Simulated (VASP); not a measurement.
Write the native input for VASP 6.6.1 that does the following.

```yaml
Task: single point
Functional: RPBE
Potentials_or_basis: VASP PAW PBE potentials, release 64 (W_sv, S)
Cutoff: 520 eV
k_mesh: 10 × 10 × 2
Occupations: fermi-dirac, width 0.05 eV
Spin: no spin polarisation
Dipole_correction: no
Further_INCAR_settings: ALGO = Normal; EDIFF = 1e-06; NBANDS = 20
```

The structure of WS2 lies in POSCAR:

```
WS2
1.0
    3.2103292114      0.0000000000      0.0000000000
   -1.6051646057      2.7802266516      0.0000000000
    0.0000000000      0.0000000000     16.9514616571
W S
1 2
Direct
    0.0000000000      0.0000000000      0.0000000000
    0.3333333333      0.6666666667      0.0928014881
    0.3333333333      0.6666666667      0.9071985119
```

The input as run:

INCAR

```
SYSTEM = WS2
  PREC = Accurate
  ENCUT = 520
  EDIFF = 1E-6
  ISMEAR = -1
  SIGMA = 0.05
  LREAL = .False.
  LASPH = .True.
  NELM = 60
  ALGO = Normal
  ISIF = 2
  LWAVE = .False.
  LCHARG = .False.
  GGA = RP
  NBANDS = 20
```

KPOINTS

```
regular mesh
0
Gamma
  10 10 2
  0 0 0
```

Potentials or basis: VASP PAW PBE potentials, release 64 (W_sv, S).

Run with:

```sh
$ cat potpaw_PBE.64/W_sv/POTCAR potpaw_PBE.64/S/POTCAR > POTCAR
$ mpirun -np 1 vasp_std > vasp.out
```

It gave:

The largest force is 0.016 eV/Å. The band gap on the k mesh is 1.94 eV, indirect (least direct gap 2.09 eV).

Caveat: the PAW data sets were made with another functional, which shifts forces and pressure a little; spin-orbit coupling is left out, which moves the levels of the heavy elements.

Run time: 81 s on 1 thread of AMD EPYC 7R13 Processor (Zen 3) (shared host), peak memory 0.25 GiB.
